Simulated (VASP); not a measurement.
# TaH4 (I4/m) in VASP: notebook

The runs below take TaH4 through relaxation of cell and atoms, single point, with PBE.

All numbers are computed with VASP 6.6.1; they aren't measurements. Logs are shortened: lines on timing, memory, paths and dates and some standing lists are left out, and cuts for length are marked.

## (1) The cell of the first run

Symmetry: I4/m, No. 87, tetragonal system. Conventional cell: a = 5.138 Å, b = 5.138 Å, c = 3.180 Å, α = 90.00°, β = 90.00°, γ = 90.00°. Ta (site symmetry 4/m) has 12 H at 2.27 to 2.30 Å within 3.0 Å. H (site symmetry m) has 9 H at 2.27 to 2.30 Å and 3 Ta at 2.27 to 2.30 Å within 3.0 Å.

The cell was built from a structure type or drawn by symmetry, and may not be a known phase.

## (2) Relaxation of cell and atoms, PBE

INCAR

```
SYSTEM = TaH4
PREC = Accurate
ENCUT = 500
EDIFF = 1E-7
ISMEAR = 0
SIGMA = 0.15
LREAL = .False.
LASPH = .True.
NELM = 120
ALGO = Normal
ISIF = 3
LWAVE = .False.
LCHARG = .False.
GGA = PE
IBRION = 2
NSW = 36
EDIFFG = -0.08
GGA_COMPAT = .False.
NELMIN = 4
```

KPOINTS

```
Automatic mesh
0
Gamma
  4 4 4
  0 0 0
```

POSCAR

```
TaH4
1.0
   -2.5688546600      2.5688546600      1.5898452600
    2.5688546600     -2.5688546600      1.5898452600
    2.5688546600      2.5688546600     -1.5898452600
Ta H
1 4
Direct
    0.0000000000      0.0000000000      0.0000000000
    0.6000000200      0.2000000000      0.8000000100
    0.8000000000      0.6000000200      0.4000000200
    0.3999999800      0.8000000000      0.1999999900
    0.2000000000      0.3999999800      0.5999999800
```

Potentials or basis: VASP PAW PBE potentials, release 64 (Ta_pv, H).

The run is started by

```console
$ cat potpaw_PBE.64/Ta_pv/POTCAR potpaw_PBE.64/H/POTCAR > POTCAR
$ mpirun -np 1 vasp_std > vasp.out
```

OUTCAR:

```text
SYSTEM = TaH4
   PREC = Accurate
   ENCUT = 500
   EDIFF = 1E-7
   ISMEAR = 0
   LREAL = .False.
   LASPH = .True.
   NELM = 120
   ISIF = 3
   GGA = PE
   IBRION = 2
   NSW = 36
   EDIFFG = -0.08
   NELMIN = 4

 ion  position               nearest neighbor table
   1  0.000  0.000  0.000-
   2  0.600  0.200  0.800-
   3  0.800  0.600  0.400-
   4  0.400  0.800  0.200-
   5  0.200  0.400  0.600-

  LATTYP: Found a body centered tetragonal cell.
 ALAT       =     5.1377093200
 C/A-ratio  =     0.6188926469

  Lattice vectors:

 A1 = (  -2.5688546600,   2.5688546600,   1.5898452600)
 A2 = (   2.5688546600,  -2.5688546600,   1.5898452600)
 A3 = (   2.5688546600,   2.5688546600,  -1.5898452600)

Analysis of symmetry for initial positions (statically):
=====================================================================
 Subroutine PRICEL returns:
 Original cell was already a primitive cell.

 Routine SETGRP: Setting up the symmetry group for a
 body centered tetragonal supercell.

 Subroutine GETGRP returns: Found  8 space group operations
 (whereof  8 operations were pure point group operations)
 out of a pool of 16 trial point group operations.

The static configuration has the point symmetry C_4h.

Analysis of symmetry for dynamics (positions and initial velocities):
=====================================================================
 Subroutine PRICEL returns:
 Original cell was already a primitive cell.

 Routine SETGRP: Setting up the symmetry group for a
 body centered tetragonal supercell.

 Subroutine GETGRP returns: Found  8 space group operations
 (whereof  8 operations were pure point group operations)
 out of a pool of 16 trial point group operations.

The dynamic configuration has the point symmetry C_4h.

 Subroutine INISYM returns: Found  8 space group operations
 (whereof  8 operations are pure point group operations),
 and found     1 'primitive' translations

----------------------------------------------------------------------------------------

                                     Primitive cell

  volume of cell :      41.9656

  direct lattice vectors                    reciprocal lattice vectors
    -2.568854660  2.568854660  1.589845260     0.000000000  0.194639272  0.314496016
     2.568854660 -2.568854660  1.589845260     0.194639272  0.000000000  0.314496016
     2.568854660  2.568854660 -1.589845260     0.194639272  0.194639272  0.000000000

  length of vectors
     3.965556264  3.965556264  3.965556264     0.369854282  0.369854282  0.275261498

  position of ions in fractional coordinates (direct lattice)
     0.000000000  0.000000000  0.000000000
     0.600000020  0.200000000  0.800000010
     0.800000000  0.600000020  0.400000020
     0.399999980  0.800000000  0.199999990
     0.200000000  0.399999980  0.599999980

  ion indices of the primitive-cell ions
   primitive index   ion index
                 1           1
                 2           2
                 3           3
                 4           4
                 5           5

----------------------------------------------------------------------------------------

 KPOINTS: Automatic mesh

Automatic generation of k-mesh.
 Grid dimensions read from file:
 generate k-points for:    4    4    4

 Generating k-lattice:

  Cartesian coordinates                     Fractional coordinates (reciprocal lattice)
     0.000000000  0.048659818  0.078624004     0.250000000  0.000000000  0.000000000
     0.048659818  0.000000000  0.078624004     0.000000000  0.250000000  0.000000000
     0.048659818  0.048659818  0.000000000     0.000000000  0.000000000  0.250000000

  Length of vectors
     0.092463571  0.092463571  0.068815374

  Shift w.r.t. Gamma in fractional coordinates (k-lattice)
     0.000000000  0.000000000  0.000000000

 Subroutine IBZKPT returns following result:
 ===========================================

 Found     14 irreducible k-points:

 Following reciprocal coordinates:
            Coordinates               Weight
  0.000000  0.000000  0.000000      1.000000
  0.250000  0.000000  0.000000      8.000000
  0.500000  0.000000  0.000000      4.000000
  0.250000  0.250000  0.000000      8.000000
  0.500000  0.250000  0.000000      8.000000
 -0.250000  0.500000  0.000000      8.000000
 -0.250000  0.250000  0.000000      4.000000
  0.500000  0.500000  0.000000      2.000000
  0.250000  0.250000  0.250000      2.000000
 -0.250000  0.250000  0.250000      4.000000
  0.500000  0.500000  0.250000      4.000000
 -0.250000  0.500000  0.250000      8.000000
 -0.250000 -0.250000  0.250000      2.000000
  0.500000  0.500000  0.500000      1.000000
   k-points           NKPTS =     14   k-points in BZ     NKDIM =     14   number of bands    NBANDS=     11
   number of dos      NEDOS =    301   number of ions     NIONS =      5
   total plane-waves  NPLWV =  27000
   dimension x,y,z NGX =    30 NGY =   30 NGZ =   30
   dimension x,y,z NGXF=    60 NGYF=   60 NGZF=   60
   ions per type =               1   4
   NGX,Y,Z   is equivalent  to a cutoff of  12.58, 12.58, 12.58 a.u.
   NGXF,Y,Z  is equivalent  to a cutoff of  25.15, 25.15, 25.15 a.u.
 SYSTEM =  TaH4
   PREC   = accura    normal or accurate (medium, high low for compatibility)
   ISTART =      0    job   : 0-new  1-cont  2-samecut
   ICHARG =      2    charge: 1-file 2-atom 10-const
   ISPIN  =      1    spin polarized calculation?
   LNONCOLLINEAR =      F non collinear calculations
   LSORBIT =      F    spin-orbit coupling
   LASPH  =      T    aspherical Exc in radial PAW
   ENCUT  =  500.0 eV  36.75 Ry    6.06 a.u.   7.23  7.23  7.23*2*pi/ulx,y,z
   NELM   =    120;   NELMIN=  4; NELMDL= -5     # of ELM steps
   EDIFF  = 0.1E-06   stopping-criterion for ELM
   LREAL  =      F    real-space projection
   EDIFFG = -.8E-01   stopping-criterion for IOM
   NSW    =     36    number of steps for IOM
   IBRION =      2    ionic relax: 0-MD 1-quasi-New 2-CG
   NFREE  =      1    steps in history (QN), initial steepest desc. (CG)
   ISIF   =      3    stress and relaxation
   ISYM   =      2    0-nonsym 1-usesym 2-fastsym
   POTIM  = 0.5000    time-step for ionic-motion
   TEBEG  =    0.0;   TEEND  =   0.0 temperature during run
   PSTRESS=    0.0 pullay stress
   NELECT =      15.0000    total number of electrons
   NUPDOWN=      -1.0000    fix difference up-down
   EMIN   =  10.00;   EMAX   =-10.00  energy-range for DOS
   EFERMI =   0.00;   METHOD = LEGACY
   ISMEAR =     0;   SIGMA  =   0.15  broadening in eV -4-tet -1-fermi 0-gaus
   EFERMI_NEDOS =   21; number of points for ismear=-14 and -15
   IALGO  =     38    algorithm
   IMIX   =      4    mixing-type and parameters
     AMIX     =   0.40;   BMIX     =  1.00
     AMIX_MAG =   1.60;   BMIX_MAG =  1.00
  volume/ion in A,a.u.               =       8.39        56.64
  Fermi-wavevector in a.u.,A,eV,Ry     =   1.161825  2.195530 18.365643  1.349837
  Thomas-Fermi vector in A             =   2.298393
   LORBIT       =      0    0 simple, 1 ext, 2 COOP (PROOUT), +10 PAW based schemes
   GGA     = PE    functional components
   LHFCALC =     F    Hartree Fock is set to
   AEXX    =    0.0000 exact exchange contribution
   IVDW    =     0    specifies the selected vdW correction
   LEPSILON=     F    determine dielectric tensor
   LRPA    =     F    only Hartree local field effects (RPA)
 conjugate gradient relaxation of ions
 non-spin polarized calculation
 Gauss-broadening in eV      SIGMA  =   0.15
  energy-cutoff  :      500.00
  volume of cell :       41.97
 maximum number of plane-waves:      1082
 NGX is ok and might be reduce to    30
   NGX = 15   NGY = 15   NGZ = 15

--------------------------------------- Ionic step        1  -------------------------------------------

 number of electron      15.0000000 magnetization

 Free energy of the ion-electron system (eV)
  ---------------------------------------------------
  ext. energy  EPLUGINS =         0.00000000
  ---------------------------------------------------
  free energy    TOTEN  =       -22.94222412 eV

  energy without entropy =      -22.90811320  energy(sigma->0) =      -22.92516866

 E-fermi :   2.5032     XC(G=0): -10.3253

 val. band max:        2.4581478030   @ k =   0.2500   0.0000   0.0000
 cond. band min:       2.5511602189   @ k =   0.2500   0.2500   0.0000
 fundamental gap:      0.0930124159
 Fermi energy:         2.5032459021

 k-point     1 :       0.0000    0.0000    0.0000
  band No.  band energies     occupation
      1     -33.3775      2.00000
      2     -33.3775      2.00000
      3     -33.1100      2.00000
      4      -7.4748      2.00000
      5      -1.3517      2.00000
      6       0.7364      2.00000
      7       1.9248      2.00000
      8       1.9248      2.00000
      9       3.2123      0.00000
     10       3.4744      0.00000
     11       3.4744      0.00000
[... 450 lines left out ...]
  energy  without entropy=      -24.5085136154  energy(sigma->0) =      -24.52236940

--------------------------------------- Ionic step        8  -------------------------------------------

 number of electron      14.9999999 magnetization

 Free energy of the ion-electron system (eV)
  ---------------------------------------------------
  ext. energy  EPLUGINS =         0.00000000
  ---------------------------------------------------
  free energy    TOTEN  =       -24.53823384 eV

  energy without entropy =      -24.51062492  energy(sigma->0) =      -24.52442938

 E-fermi :   5.0518     XC(G=0): -11.7641

 val. band max:        5.0281402755   @ k =   0.2500   0.0000   0.0000
 cond. band min:       5.0756410687   @ k =   0.2500   0.2500   0.0000
 fundamental gap:      0.0475007932
 Fermi energy:         5.0517663296

 k-point     1 :       0.0000    0.0000    0.0000
  band No.  band energies     occupation
      1     -30.2707      2.00000
      2     -30.2707      2.00000
      3     -29.8718      2.00000
      4      -7.6856      2.00000
      5      -0.6861      2.00000
      6       2.5047      2.00000
      7       4.4784      2.00000
      8       4.4784      2.00000
      9       6.2465      0.00000
     10       6.2465      0.00000
     11       6.4363      0.00000
[... 212 lines left out ...]
  FREE ENERGIE OF THE ION-ELECTRON SYSTEM (eV)
  ---------------------------------------------------
  free  energy   TOTEN  =       -24.5382338361 eV

  energy  without entropy=      -24.5106249245  energy(sigma->0) =      -24.52442938

 reached required accuracy - stopping structural energy minimisation
```

Run time: 1.7 min. Hardware: 1 thread of Intel Xeon 8259CL, shared host; peak memory 0.18 GiB.

Results:

* Free energy: -24.5382 eV
* Relaxed volume: 6.00 Å³/atom
* Relaxed cell: a = 3.532 Å, b = 3.532 Å, c = 3.532 Å, α = 99.63°, β = 99.63°, γ = 131.71°
* Space group after relaxing (to 0.1 Å): I4/m (No. 87)
* Energy gained by relaxing: 319.2 meV/atom
* Ionic steps: 8
* Pressure after relaxing: 0.0 GPa
* Largest force after relaxing: 0.068 eV/Å
* Band gap on the k mesh: zero (an odd number of electrons rules out a gap without spin polarisation)

Forces in eV/Å, atoms in the order of the input:
```
Ta   0.000  0.000  0.000
H    0.008  0.068  0.000
H    0.068 -0.008  0.000
H   -0.008 -0.068  0.000
H   -0.068  0.008  0.000
```

Step by step:
```tsv
step	energy change (eV)	largest force (eV/Å)	pressure (GPa)	volume (Å³)
1	0.0000	0.6764	-31.31	41.97
2	-1.4555	0.2641	-11.74	32.76
3	-1.5417	0.1238	-1.78	30.76
4	-1.5423	0.1135	-0.54	30.55
5	-1.5808	0.1045	-0.23	30.24
6	-1.5939	0.0887	0.65	29.88
7	-1.5940	0.0911	0.55	29.92
8	-1.5960	0.0680	0.02	30.02
```

Final structure:
```xyz
5
Lattice="-2.2792 2.2792 1.4447 2.2792 -2.2792 1.4447 2.2792 2.2792 -1.4447" Properties=species:S:1:pos:R:3 pbc="T T T"
Ta    0.0000    0.0000    0.0000
H     0.9486    2.7706    0.0000
H     0.4915    1.3306    1.4447
H     1.3306   -0.4915    1.4447
H     1.7877    0.9486    0.0000
```

Caveat: the k points lie up to 0.64 Å⁻¹ apart in the final cell, too coarse for converged energies and pressures of a metal; the volume moved by over 15 % at a fixed basis, so the end points are rough; spin-orbit coupling is left out, which moves the levels of the heavy elements; the relaxation stopped at a loose force limit of 0.08 eV/Å, so its end isn't a converged minimum.

## (3) Relaxation of cell and atoms, PBE

This run uses another cell than the first one, of 9.55 Å³/atom.

INCAR

```
PREC = Accurate
ENCUT = 500
EDIFF = 1E-7
ISMEAR = 0
SIGMA = 0.15
LREAL = F
LASPH = T
NELM = 120
ALGO = Normal
ISIF = 3
LWAVE = F
LCHARG = F
GGA = PE
IBRION = 2
NSW = 36
EDIFFG = -0.08
GGA_COMPAT = F
NELMIN = 4
```

KPOINTS

```
regular mesh
0
Gamma
  4 4 4
```

POSCAR

```
TaH4
1.0
   -2.6628460700      2.6628460700      1.6841317200
    2.6628460700     -2.6628460700      1.6841317200
    2.6628460700      2.6628460700     -1.6841317200
Ta H
1 4
Direct
    0.0000000000      0.0000000000      0.0000000000
    0.6000000000      0.8000000000      0.4000000000
    0.4000000000      0.2000000000      0.6000000000
    0.8000000000      0.4000000000      0.2000000000
    0.2000000000      0.6000000000      0.8000000000
```

Potentials or basis: VASP PAW PBE potentials, release 64 (Ta_pv, H).

The run is started by

```console
$ cat potpaw_PBE.64/Ta_pv/POTCAR potpaw_PBE.64/H/POTCAR > POTCAR
$ mpirun -np 1 vasp_std > vasp.out
```

Run time: 2 min. Hardware: 1 thread of Intel Xeon 8259CL, shared host; peak memory 0.18 GiB.

It converged, with:

```yaml
Free_energy: -24.5399 eV
Relaxed_volume: 6.00 Å³/atom
Relaxed_cell: a = 3.531 Å, b = 3.531 Å, c = 3.531 Å, α = 99.63°, β = 99.63°, γ = 131.73°
Space_group_after_relaxing_to_0.1_Å: I4/m (No. 87)
Energy_gained_by_relaxing: 563.4 meV/atom
Ionic_steps: 9
Pressure_after_relaxing: 0.5 GPa
Largest_force_after_relaxing: 0.054 eV/Å
Band_gap_on_the_k_mesh: zero (an odd number of electrons rules out a gap without spin polarisation)
```

Forces on the atoms (eV/Å):
```
Ta   0.000  0.000  0.000
H    0.009  0.054  0.000
H   -0.009 -0.054  0.000
H   -0.054  0.009  0.000
H    0.054 -0.009  0.000
```

Stress tensor (GPa, compression positive):
```
0.60 0.00 0.00
0.00 0.60 0.00
0.00 0.00 0.35
```

The path:
| step | energy change (eV) | largest force (eV/Å) | pressure (GPa) | volume (Å³) |
| --- | --- | --- | --- | --- |
| 1 | 0.0000 | 0.7386 | -33.57 | 47.77 |
| 2 | -2.4350 | 0.3795 | -19.96 | 35.21 |
| 3 | -2.7608 | 0.1233 | -4.17 | 31.24 |
| 4 | -2.7667 | 0.0881 | -0.14 | 30.53 |
| 5 | -2.7666 | 0.0996 | -1.90 | 30.83 |
| 6 | -2.8017 | 0.0948 | -1.68 | 30.54 |
| 7 | -2.8148 | 0.0849 | -0.98 | 30.20 |
| 8 | -2.8148 | 0.0859 | -1.03 | 30.22 |
| 9 | -2.8169 | 0.0543 | 0.52 | 29.98 |

Final structure:
```yaml
crystal:
  lattice:
    - [-2.27832, 2.27832, 1.44371]
    - [2.27832, -2.27832, 1.44371]
    - [2.27832, 2.27832, -1.44371]
  atoms:
    - { symbol: Ta, position: [0.00000, 0.00000, 0.00000] }
    - { symbol: H, position: [0.60862, 0.79119, 0.39982] }
    - { symbol: H, position: [0.39138, 0.20881, 0.60018] }
    - { symbol: H, position: [0.79119, 0.39138, 0.18257] }
    - { symbol: H, position: [0.20881, 0.60862, 0.81743] }
```

Levels at points of the mesh, in eV from the Fermi level:
| k point | band 4 | band 5 | band 6 | band 7 | band 8 | band 9 | band 10 | band 11 |
| --- | --- | --- | --- | --- | --- | --- | --- | --- |
| (0.00, 0.00, 0.00) | -12.75 | -5.78 | -2.55 | -0.56 | -0.56 | 1.20 | 1.20 | 1.39 |
| (0.50, 0.00, 0.00) | -8.16 | -6.75 | -6.21 | -1.27 | -0.20 | 1.41 | 1.54 | 5.29 |
| (0.50, 0.50, 0.00) | -9.79 | -8.31 | -3.87 | -1.62 | 0.12 | 0.79 | 2.73 | 2.98 |
| (0.50, 0.50, 0.50) | -7.51 | -6.77 | -5.69 | -5.69 | 2.46 | 2.78 | 2.78 | 3.79 |

Caveat: the k points lie up to 0.64 Å⁻¹ apart in the final cell, too coarse for converged energies and pressures of a metal; the volume moved by over 15 % at a fixed basis, so the end points are rough; spin-orbit coupling is left out, which moves the levels of the heavy elements; the relaxation stopped at a loose force limit of 0.08 eV/Å, so its end isn't a converged minimum.

## (4) Single point, PBE

This run uses another cell than the first one, of 5.99 Å³/atom.

INCAR

```
SYSTEM = TaH4
  ALGO = Normal
  EDIFF = 1E-6
  ENCUT = 520
  GGA = PE
  ISIF = 2
  ISMEAR = 0
  LASPH = .True.
  LCHARG = .True.
  LELF = .True.
  LREAL = .False.
  LVHAR = .True.
  LWAVE = .False.
  NBANDS = 16
  NELM = 60
  PREC = Accurate
  SIGMA = 0.1
```

KPOINTS

```
k-points
0
Gamma
  12 12 12
  0 0 0
```

POSCAR

```
TaH4
1.0
   -2.2748104173      2.2748104173      1.4467509343
    2.2748104173     -2.2748104173      1.4467509343
    2.2748104173      2.2748104173     -1.4467509343
Ta H
1 4
Direct
    0.5000000000      0.5000000000      0.0000000000
    0.8902616716      0.7098311804      0.6000928520
    0.2901688196      0.8902616716      0.1804304912
    0.7098311804      0.1097383284      0.8195695088
    0.1097383284      0.2901688196      0.3999071480
```

The run is started by

```console
$ cat potpaw_PBE.64/Ta_pv/POTCAR potpaw_PBE.64/H/POTCAR > POTCAR
$ mpirun -np 1 vasp_std > vasp.out
```

Wall time 1.9 min (1 thread of Intel Xeon 6975P-C (Granite Rapids), shared host); peak memory 0.23 GiB.

The run converged. Its results:

```
Free energy            : -24.5888 eV
Pressure               : 0.1 GPa
Largest force          : 0.009 eV/Å
Band gap on the k mesh : zero (an odd number of electrons rules out a gap without spin polarisation)
```

Forces on the atoms (eV/Å):
```
Ta   0.000  0.000  0.000
H   -0.009  0.001  0.000
H    0.001  0.009  0.000
H   -0.001 -0.009  0.000
H    0.009 -0.001  0.000
```

Stress tensor (GPa, compression positive):
```
0.04 0.00 0.00
0.00 0.04 0.00
0.00 0.00 0.13
```

Levels at points of the mesh, in eV from the Fermi level:
| k point | band 3 | band 4 | band 5 | band 6 | band 7 | band 8 | band 9 | band 10 | band 11 | band 12 |
| --- | --- | --- | --- | --- | --- | --- | --- | --- | --- | --- |
| (0.00, 0.00, 0.00) | -35.14 | -12.92 | -5.97 | -2.75 | -0.70 | -0.70 | 0.98 | 0.98 | 1.25 | 7.65 |
| (0.50, 0.00, 0.00) | -35.47 | -8.34 | -6.94 | -6.39 | -1.42 | -0.35 | 1.25 | 1.38 | 5.13 | 6.59 |
| (0.50, 0.50, 0.00) | -35.16 | -9.98 | -8.44 | -4.06 | -1.75 | -0.05 | 0.56 | 2.59 | 2.78 | 7.60 |
| (0.50, 0.50, 0.50) | -35.18 | -7.61 | -7.00 | -5.86 | -5.86 | 2.31 | 2.58 | 2.58 | 3.66 | 7.15 |

Caveat: spin-orbit coupling is left out, which moves the levels of the heavy elements.

## (5) Overview

```tsv
task	cell	k mesh	cutoff (eV)	smearing	gap on the mesh (eV)	pressure (GPa)	largest force (eV/Å)
relaxation of cell and atoms	relaxed from a = 3.966 Å, angles 99.2, 99.2, 132.7°, 5 atoms, atomic positions A	4 × 4 × 4	500	gaussian 0.15 eV	none	0.0	0.07
relaxation of cell and atoms	relaxed from a = 4.125 Å, angles 99.6, 99.6, 131.8°, 5 atoms, atomic positions B	4 × 4 × 4	500	gaussian 0.15 eV	none	0.5	0.05
single point	a = 3.527 Å, angles 99.7, 99.7, 131.6°, 5 atoms, atomic positions C	12 × 12 × 12	520	gaussian 0.1 eV	none	0.1	0.01
```

Alike in all rows: level PBE; potentials or basis VASP PAW PBE potentials, release 64 (Ta_pv, H); no spin polarisation.

Caveats: some runs use coarse meshes; spin-orbit coupling is left out, which moves the levels of the heavy elements; the volume moved by over 15 % at a fixed basis, so the end points are rough (at least some runs); the relaxation stopped at a loose force limit of 0.08 eV/Å, so its end isn't a converged minimum (at least some runs).

Total energies depend on the potentials used, so only differences within one code and one set of settings carry meaning.
